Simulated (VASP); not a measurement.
**Ni: single point with B3LYP**

Ni:

```
CELL_PARAMETERS angstrom
0.00000 1.73757 1.73757
1.73757 0.00000 1.73757
1.73757 1.73757 0.00000
ATOMIC_POSITIONS crystal
Ni 0.00000 0.00000 0.00000
```

```json
{
  "Program": "VASP 6.6.1",
  "Task": "single point",
  "Functional": "B3LYP",
  "Potentials or basis": "VASP PAW PBE potentials, release 64 (Ni)",
  "Cutoff": "520 eV",
  "k mesh": "7 × 7 × 7",
  "Occupations": "fermi-dirac, width 0.05 eV",
  "Spin": "collinear spin, ferromagnetic start",
  "Starting moments": "[1.0] μB"
}
```

| Item | Value |
| --- | --- |
| Pressure | 14.0 GPa |
| Net moment | 0.85 μB per cell |
| Site moments | Ni +0.86 μB |
| Valence electrons inside the program's atomic spheres | Ni 9.45 |

Levels at points of the mesh, in eV from the Fermi level:
Spin up:
| k point | band 2 | band 3 | band 4 | band 5 | band 6 | band 7 | band 8 | band 9 | band 10 | band 11 |
| --- | --- | --- | --- | --- | --- | --- | --- | --- | --- | --- |
| (0.00, 0.00, 0.00) | -4.68 | -4.68 | -4.68 | -3.29 | -3.29 | 25.69 | 29.75 | 29.75 | 29.75 | 32.93 |
Spin down:
```tsv
k point	band 2	band 3	band 4	band 5	band 6	band 7	band 8	band 9
(0.00, 0.00, 0.00)	-2.47	-2.47	-2.47	-2.33	-2.33	25.30	29.69	29.69
```

It took 14 min on 1 thread of Intel(R) Xeon(R) 6975P-C (Granite Rapids), on a shared host, peak memory 0.13 GiB.

Caveat: the k points lie up to 0.45 Å⁻¹ apart; the PAW data sets were made with another functional, which shifts forces and pressure a little.
